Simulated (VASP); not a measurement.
# BN (gw) (R3m) in VASP: further runs

The runs below take BN (gw) through G0W0 quasiparticle levels, with PBEsol.

Program: VASP 6.6.1. These are calculated values, not measurements. Logs are shortened: lines on timing, memory, paths and dates and some standing lists are left out, and cuts for length are marked.

## (1) The cell of the first run

Symmetry: R3m, No. 160, trigonal system. Conventional cell: a = 2.511 Å, b = 2.511 Å, c = 6.260 Å, α = 90.00°, β = 90.00°, γ = 120.00°. Within 2.1 Å of B (site symmetry 3m) lie 4 N at 1.54 to 1.56 Å. Within 2.1 Å of N (site symmetry 3m) lie 4 B at 1.54 to 1.56 Å.

## (2) G0W0 quasiparticle levels, PBEsol

Input file POSCAR:

```
BN
1.0
    0.0210070249      1.7965172858      1.7965172858
    1.7965172858      0.0210070249      1.7965172858
    1.7965172858      1.7965172858      0.0210070249
B N
1 1
Direct
    0.0001988472      0.0001988472      0.0001988472
    0.2498011528      0.2498011528      0.2498011528
```

Input file INCAR.step1:

```
SYSTEM = BN
  ALGO = Normal
  EDIFF = 1E-8
  ENCUT = 500
  GGA = PS
  ISMEAR = 0
  LASPH = .True.
  LCHARG = .False.
  LREAL = .False.
  LWAVE = .True.
  NELM = 60
  PREC = Accurate
  SIGMA = 0.01
```

Input file INCAR.step2:

```
SYSTEM = BN
  ALGO = Exact
  EDIFF = 1E-8
  ENCUT = 500
  GGA = PS
  ISMEAR = 0
  ISTART = 1
  LASPH = .True.
  LCHARG = .False.
  LOPTICS = .True.
  LREAL = .False.
  LWAVE = .True.
  NBANDS = 34
  NELM = 1
  PREC = Accurate
  SIGMA = 0.01
```

Input file INCAR.step3:

```
SYSTEM = BN
  ALGO = EVGW0
  EDIFF = 1E-8
  ENCUT = 500
  ENCUTGW = 100.0
  GGA = PS
  ISMEAR = 0
  ISTART = 1
  LASPH = .True.
  LCHARG = .False.
  LREAL = .False.
  LWAVE = .False.
  NBANDS = 34
  NBANDSGW = 12
  NELMGW = 1
  NOMEGA = 48
  PREC = Accurate
  PRECFOCK = Fast
  SIGMA = 0.01
```

Input file KPOINTS:

```
k-points
0
Gamma
  6 6 6
  0 0 0
```

Potentials or basis: VASP PAW PBE potentials, release 64 (B_GW, N_GW).

Run with:

```console
> cat potpaw_PBE.64/B_GW/POTCAR potpaw_PBE.64/N_GW/POTCAR > POTCAR
> cp INCAR.step1 INCAR
> mpirun -np 1 vasp_std > vasp.out
> cp INCAR.step2 INCAR
> mpirun -np 1 vasp_std > vasp.out
> cp INCAR.step3 INCAR
> mpirun -np 1 vasp_std > vasp.out
```

OUTCAR:

```text
SYSTEM = BN
   EDIFF = 1E-8
   ENCUT = 500
   ENCUTGW = 100.0
   GGA = PS
   ISMEAR = 0
   ISTART = 1
   LASPH = .True.
   LREAL = .False.
   NELMGW = 1
   PREC = Accurate
   PRECFOCK = Fast

 ion  position               nearest neighbor table
   1  0.000  0.000  0.000-   2 1.54   2 1.54   2 1.54   2 1.56
   2  0.250  0.250  0.250-   1 1.54   1 1.54   1 1.54   1 1.56

  LATTYP: Found a trigonal (rhomboedric) cell.
 ALAT       =     2.5407459557
 COS(alpha) =     0.5116582141

  Lattice vectors:

 A1 = (   0.0210070249,   1.7965172858,   1.7965172858)
 A2 = (   1.7965172858,   0.0210070249,   1.7965172858)
 A3 = (   1.7965172858,   1.7965172858,   0.0210070249)

Analysis of symmetry for initial positions (statically):
=====================================================================
 Subroutine PRICEL returns:
 Original cell was already a primitive cell.

 Routine SETGRP: Setting up the symmetry group for a
 trigonal (rhombohedral) supercell.

 Subroutine GETGRP returns: Found  6 space group operations
 (whereof  6 operations were pure point group operations)
 out of a pool of 12 trial point group operations.

The static configuration has the point symmetry C_3v.

Analysis of symmetry for dynamics (positions and initial velocities):
=====================================================================
 Subroutine PRICEL returns:
 Original cell was already a primitive cell.

 Routine SETGRP: Setting up the symmetry group for a
 trigonal (rhombohedral) supercell.

 Subroutine GETGRP returns: Found  6 space group operations
 (whereof  6 operations were pure point group operations)
 out of a pool of 12 trial point group operations.

The dynamic configuration has the point symmetry C_3v.

 Subroutine INISYM returns: Found  6 space group operations
 (whereof  6 operations are pure point group operations),
 and found     1 'primitive' translations

----------------------------------------------------------------------------------------

                                     Primitive cell

  volume of cell :      11.3930

  direct lattice vectors                    reciprocal lattice vectors
     0.021007025  1.796517286  1.796517286    -0.283246072  0.279972301  0.279972301
     1.796517286  0.021007025  1.796517286     0.279972301 -0.283246072  0.279972301
     1.796517286  1.796517286  0.021007025     0.279972301  0.279972301 -0.283246072

  length of vectors
     2.540745956  2.540745956  2.540745956     0.486823701  0.486823701  0.486823701

  position of ions in fractional coordinates (direct lattice)
     0.000198847  0.000198847  0.000198847
     0.249801153  0.249801153  0.249801153

  ion indices of the primitive-cell ions
   primitive index   ion index
                 1           1
                 2           2

----------------------------------------------------------------------------------------

 KPOINTS: k-points

Automatic generation of k-mesh.
 Grid dimensions read from file:
 generate k-points for:    6    6    6

 Generating k-lattice:

  Cartesian coordinates                     Fractional coordinates (reciprocal lattice)
    -0.047207679  0.046662050  0.046662050     0.166666667 -0.000000000 -0.000000000
     0.046662050 -0.047207679  0.046662050    -0.000000000  0.166666667 -0.000000000
     0.046662050  0.046662050 -0.047207679    -0.000000000 -0.000000000  0.166666667

  Length of vectors
     0.081137284  0.081137284  0.081137284

  Shift w.r.t. Gamma in fractional coordinates (k-lattice)
     0.000000000  0.000000000  0.000000000

 Subroutine IBZKPT returns following result:
 ===========================================

 Found     32 irreducible k-points:

 Following reciprocal coordinates:
            Coordinates               Weight
  0.000000  0.000000  0.000000      1.000000
  0.166667 -0.000000 -0.000000      6.000000
  0.333333  0.000000  0.000000      6.000000
  0.500000  0.000000  0.000000      3.000000
  0.166667  0.166667 -0.000000      6.000000
  0.333333  0.166667  0.000000     12.000000
[... 16 lines left out ...]
  0.500000  0.500000  0.166667      6.000000
 -0.333333  0.500000  0.166667     12.000000
 [... further k-points ...]
   k-points           NKPTS =     32   k-points in BZ     NKDIM =    216   number of bands    NBANDS=     34
   number of dos      NEDOS =    301   number of ions     NIONS =      2
   total plane-waves  NPLWV =   8000
   dimension x,y,z NGX =    20 NGY =   20 NGZ =   20
   dimension x,y,z NGXF=    40 NGYF=   40 NGZF=   40
   ions per type =               1   1
   NGX,Y,Z   is equivalent  to a cutoff of  13.09, 13.09, 13.09 a.u.
   NGXF,Y,Z  is equivalent  to a cutoff of  26.17, 26.17, 26.17 a.u.
 SYSTEM =  BN
   PREC   = accura    normal or accurate (medium, high low for compatibility)
   ISTART =      1    job   : 0-new  1-cont  2-samecut
   ICHARG =      0    charge: 1-file 2-atom 10-const
   ISPIN  =      1    spin polarized calculation?
   LNONCOLLINEAR =      F non collinear calculations
   LSORBIT =      F    spin-orbit coupling
   LASPH  =      T    aspherical Exc in radial PAW
   ENCUT  =  500.0 eV  36.75 Ry    6.06 a.u.   4.63  4.63  4.63*2*pi/ulx,y,z
   NELM   =     60;   NELMIN=  2; NELMDL=  0     # of ELM steps
   EDIFF  = 0.1E-07   stopping-criterion for ELM
   LREAL  =      F    real-space projection
   EDIFFG = 0.1E-06   stopping-criterion for IOM
   NSW    =      0    number of steps for IOM
   IBRION =     -1    ionic relax: 0-MD 1-quasi-New 2-CG
   NFREE  =      0    steps in history (QN), initial steepest desc. (CG)
   ISIF   =      0    stress and relaxation
   ISYM   =      3    0-nonsym 1-usesym 2-fastsym
   POTIM  = 0.5000    time-step for ionic-motion
   TEBEG  =    0.0;   TEEND  =   0.0 temperature during run
   PSTRESS=    0.0 pullay stress
   NELECT =       8.0000    total number of electrons
   NUPDOWN=      -1.0000    fix difference up-down
   EMIN   =  10.00;   EMAX   =-10.00  energy-range for DOS
   EFERMI =   0.00;   METHOD = LEGACY
   ISMEAR =     0;   SIGMA  =   0.01  broadening in eV -4-tet -1-fermi 0-gaus
   EFERMI_NEDOS =   21; number of points for ismear=-14 and -15
   IALGO  =     38    algorithm
   IMIX   =      4    mixing-type and parameters
     AMIX     =   0.40;   BMIX     =  1.00
     AMIX_MAG =   1.60;   BMIX_MAG =  1.00
  volume/ion in A,a.u.               =       5.70        38.44
  Fermi-wavevector in a.u.,A,eV,Ry     =   1.455096  2.749733 28.807676  2.117304
  Thomas-Fermi vector in A             =   2.572170
   LORBIT       =      0    0 simple, 1 ext, 2 COOP (PROOUT), +10 PAW based schemes
   GGA     = PS    functional components
   LHFCALC =     T    Hartree Fock is set to
   PRECFOCK=fast      Normal, Fast or Accurate (Low or Medium for compatibility)
   ENCUT4O =  -1.0   cutoff for four orbital integrals eV
   NKREDX  =     1    reduce k-point grid by
   NKREDY  =     1    reduce k-point grid by
   NKREDZ  =     1    reduce k-point grid by
   AEXX    =    1.0000 exact exchange contribution
   HFSCREEN=    0.0000 screening length (either q_TF or 0.3 A-1)
   HFSCREENC=   0.0000 screening length for correlation (either q_TF or 0.3 A-1)
   ENCUTFOCK=  -1.0 apply spherical cutoff to Coloumb kernel
   IVDW    =     0    specifies the selected vdW correction
   LEPSILON=     F    determine dielectric tensor
   LRPA    =     F    only Hartree local field effects (RPA)
   LRPAFORCE           =     F    calculate RPA forces
   ENCUTGW             = 100.0    cutoff for response function in eV
   ENCUTGWSOFT         =  80.0    soft cutoff for Coulomb kernel in GW response function in eV
   ENCUTLF             =  -1.0    cutoff for local field effects
   NELMGW              =     1    number of iterations in solving QP/BSE equation
   NELMHF              =     1    number of iterations in the inner HF iteration
   NKREDLFX            =     1    NKREDLFY  =   1   NKREDLFZ  =   1
 non-spin polarized calculation
 Gauss-broadening in eV      SIGMA  =   0.01
  energy-cutoff  :      500.00
  volume of cell :       11.39
 maximum number of plane-waves:       299
 NGX is ok and might be reduce to    20
  NGX = 12; NGY = 12; NGZ = 12
   NGX =  9   NGY =  9   NGZ =  9
 maximum number of plane-waves:        30
 NGX is ok and might be reduce to    10

 QP shifts <psi_nk| G(iteration)W_0 |psi_nk>: iteration 1
 for sc-GW calculations column KS-energies equals QP-energies in previous step
 and V_xc(KS)=  KS-energies - (<T + V_ion + V_H > + <T+V_H+V_ion>^1  + <V_x>^1)

 k-point   1 :       0.0000    0.0000    0.0000
  band No.  KS-energies  QP-energies   sigma(KS)   V_xc(KS)     V^pw_x(r,r')   Z            occupation Imag(sigma)

      1     -12.8005     -14.6027     -17.8524     -15.5276     -26.6109       0.7752       2.0000       1.4565
      2       7.7909       7.3021     -18.8433     -18.2540     -21.8940       0.8294       2.0000       0.0886
      3       7.9157       7.4328     -18.9215     -18.3391     -22.0310       0.8292       2.0000       0.0901
      4       7.9157       7.4328     -18.9215     -18.3391     -22.0310       0.8292       2.0000       0.0901
      5      16.4290      18.0128     -12.0849     -13.9768      -7.2011       0.8371       0.0000      -0.1098
      6      16.9614      18.5883     -12.0555     -14.0020      -7.0999       0.8358       0.0000      -0.1126
      7      16.9614      18.5883     -12.0555     -14.0020      -7.0999       0.8358       0.0000      -0.1126
      8      18.8081      20.2243     -13.7943     -15.5228      -8.2983       0.8193       0.0000      -0.1404
      9      33.0649      33.9904     -10.7000     -11.8623      -3.3549       0.7963       0.0000      -0.6092
     10      36.0319      37.6440     -11.6663     -13.5871      -5.5560       0.8393       0.0000      -0.5701
     11      36.0319      37.6440     -11.6663     -13.5871      -5.5560       0.8393       0.0000      -0.5701
     12      36.2486      37.3869     -10.2574     -11.6246      -3.1578       0.8326       0.0000      -0.9418

 k-point   2 :       0.1667   -0.0000   -0.0000
  band No.  KS-energies  QP-energies   sigma(KS)   V_xc(KS)     V^pw_x(r,r')   Z            occupation Imag(sigma)

      1     -12.1012     -13.8498     -17.8878     -15.6342     -26.5155       0.7759       2.0000       1.3603
      2       4.8175       3.9776     -18.0831     -17.0555     -21.6639       0.8173       2.0000       0.1141
      3       7.1530       6.5957     -18.5684     -17.8950     -21.6929       0.8276       2.0000       0.0920
      4       7.2392       6.6841     -18.6400     -17.9691     -21.8215       0.8272       2.0000       0.0934
      5      17.2055      18.7439     -12.5887     -14.4373      -7.5725       0.8322       0.0000      -0.1171
      6      17.7001      19.3252     -12.4264     -14.3781      -7.3599       0.8326       0.0000      -0.1185
      7      17.9136      19.6161     -12.3002     -14.3483      -7.1772       0.8313       0.0000      -0.1205
      8      20.6877      22.4300     -13.9453     -16.0953      -8.2250       0.8104       0.0000      -0.1608
      9      31.7395      32.9693     -10.7166     -12.2029      -4.3866       0.8275       0.0000      -0.4664
     10      32.1011      33.1778     -10.3138     -11.6364      -3.4925       0.8141       0.0000      -0.5181
     11      32.1739      33.4880     -10.9245     -12.4981      -4.7949       0.8351       0.0000      -0.4692
     12      36.3846      37.5708     -11.0854     -12.5400      -3.5046       0.8155       0.0000      -1.0186
[... 324 lines left out ...]
      1      -7.5790      -9.0257     -18.7952     -16.8817     -26.5651       0.7561       2.0000       0.7550
      2      -0.4667      -1.7917     -17.4442     -15.7608     -22.3396       0.7871       2.0000       0.2099
      3       1.5767       0.4723     -17.1885     -15.8149     -21.3488       0.8040       2.0000       0.1550
      4       3.4830       2.5548     -17.7587     -16.6157     -21.6344       0.8121       2.0000       0.1281
      5      14.1518      15.3043     -12.0635     -13.4267      -7.5483       0.8455       0.0000      -0.0997
      6      19.0548      20.4092     -11.9076     -13.5270      -6.7774       0.8364       0.0000      -0.1231
      7      24.5867      26.6880     -13.3193     -15.9804      -6.6614       0.7897       0.0000      -0.2490
      8      24.9239      26.9550     -13.4781     -16.0585      -6.7237       0.7871       0.0000      -0.2602
      9      28.1268      30.1010     -13.6843     -16.2071      -6.6786       0.7825       0.0000      -0.3552
     10      35.1132      36.8757     -11.7747     -13.9796      -3.9830       0.7993       0.0000      -0.8630
     11      38.5387      40.1058     -11.3013     -13.1891      -4.3680       0.8301       0.0000      -0.9239
     12      43.1950      44.7178     -10.7380     -12.5743      -3.2636       0.8293       0.0000      -1.2481

 k-point  24 :      -0.3333    0.5000    0.1667
  band No.  KS-energies  QP-energies   sigma(KS)   V_xc(KS)     V^pw_x(r,r')   Z            occupation Imag(sigma)

      1      -6.6734      -8.0783     -19.2671     -17.4071     -26.9335       0.7553       2.0000       0.6644
      2      -0.5822      -1.9461     -17.3065     -15.5705     -22.2274       0.7856       2.0000       0.2141
      3       1.3422       0.2449     -17.0012     -15.6362     -21.1206       0.8039       2.0000       0.1560
      4       1.4760       0.3801     -17.1001     -15.7369     -21.2562       0.8039       2.0000       0.1558
      5      15.6164      16.9304     -12.6277     -14.1947      -8.0030       0.8385       0.0000      -0.1081
      6      20.0689      21.4935     -11.9125     -13.6219      -6.6291       0.8334       0.0000      -0.1309
      7      23.3427      25.2209     -12.9785     -15.3365      -6.4837       0.7966       0.0000      -0.2275
      8      25.1609      27.1766     -13.2896     -15.8448      -6.6102       0.7889       0.0000      -0.2566
      9      27.8840      29.9450     -13.9171     -16.5552      -6.8803       0.7812       0.0000      -0.3500
     10      34.3520      36.2051     -11.8511     -14.1642      -4.2827       0.8011       0.0000      -0.7635
     11      38.4589      39.9735     -11.4348     -13.2662      -4.2684       0.8270       0.0000      -0.9909
     12      41.8032      43.5099     -11.1889     -13.2572      -3.8904       0.8252       0.0000      -1.1100

 [... further k-points ...]
```

Run time: 36 s. Hardware: 1 thread of Intel Xeon 6975P-C (Granite Rapids), shared host; peak memory 0.19 GiB.

What came out:

* Band gap on the k mesh, mean-field level: 4.27 eV, indirect (least direct gap 8.51 eV)
* Quasiparticle gap: 5.74 eV
* Least direct quasiparticle gap: 10.58 eV

Levels at points of the mesh, in eV from the valence-band top:
```csv
k point,band 1,band 2,band 3,band 4,band 5,band 6,band 7,band 8
"(0.00, 0.00, 0.00)",-20.72,-0.12,0.00,0.00,8.51,9.05,9.05,10.89
"(0.50, 0.00, 0.00)",-16.22,-11.15,-2.12,-2.10,10.29,10.72,10.88,15.42
"(0.50, 0.50, 0.00)",-14.85,-9.25,-5.28,-5.05,4.27,9.26,18.37,18.41
"(0.50, 0.50, 0.50)",-16.43,-11.22,-1.92,-1.92,10.86,10.93,10.93,15.39
```

Caveat: the k points lie up to 0.51 Å⁻¹ apart; bands, screening cutoff and mesh are small and nothing is extrapolated, so the quasiparticle values aren't converged.

(Continued in part 2 of 2.)
